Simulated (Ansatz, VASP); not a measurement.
**One calculation of InSb, two programs**

INCAR

```
ALGO = Normal ; EDIFF = 1E-7
ENCUT = 520 ; GGA = PE
ISIF = 2 ; ISMEAR = 1
LASPH = T ; LCHARG = F
LREAL = F ; LWAVE = F
NBANDS = 16 ; NELM = 100
PREC = Accurate ; SIGMA = 0.02
```

KPOINTS

```
k-points
0
Gamma
  14 14 8
```

File POSCAR:

```
InSb
1.0
    3.0766560000      0.0000000000      0.0000000000
    0.0000000000      3.0766560000      0.0000000000
    0.0000000000      0.0000000000      6.2154700000
In Sb
1 1
Direct
    0.0000000000      0.0000000000      0.0000000000
    0.0000000000      0.0000000000      0.5000000000
```

Input for Ansatz:

```yaml
crystal:
  lattice:
    - [3.076656, 0.0, 0.0]
    - [0.0, 3.076656, 0.0]
    - [0.0, 0.0, 6.21547]
  atoms:
    - { symbol: In, position: [0.0, 0.0, 0.0] }
    - { symbol: Sb, position: [0.0, 0.0, 0.5] }
basis:
  ecutwfc: 420
kpoints:
  mp_grid: { grid: [14, 14, 8] }
hamiltonian:
  xc: pbe
scf:
  occupations: { method: methfessel_paxton, width: 0.02 }
output:
  forces: true
  stress: true
  eigenvalues: true
```

Alike in both runs: task single point; functional PBE; k mesh 14 × 14 × 8; occupations methfessel-paxton of order 1, width 0.02 eV; no spin polarisation.

|  | VASP | Ansatz |
| --- | --- | --- |
| version | VASP 6.6.1 | Ansatz 0.2.0 |
| potentials or method | VASP PAW PBE potentials, release 64 (In_d, Sb), cutoff 520 eV | scalar-relativistic, plane waves, PAW |
| valence electrons in the cell | 18 | 28 |

```csv
,VASP,Ansatz,Ansatz less VASP
gap on the k mesh at the Fermi level (eV),none,none,-
pressure (GPa),0.5,0.5,+0.02
"traceless stress, the component that is largest in VASP (GPa)",-0.10,-0.10,+0.007
```

A gap of «none» marks a metal or a gap that the smearing closes. The functional is the same, so the differences come from potentials, cutoffs and numerics. VASP's potentials hold 18 valence electrons a cell and Ansatz's 28, so a difference there can come from the potentials and not from the codes.

Spin-orbit coupling is off throughout.
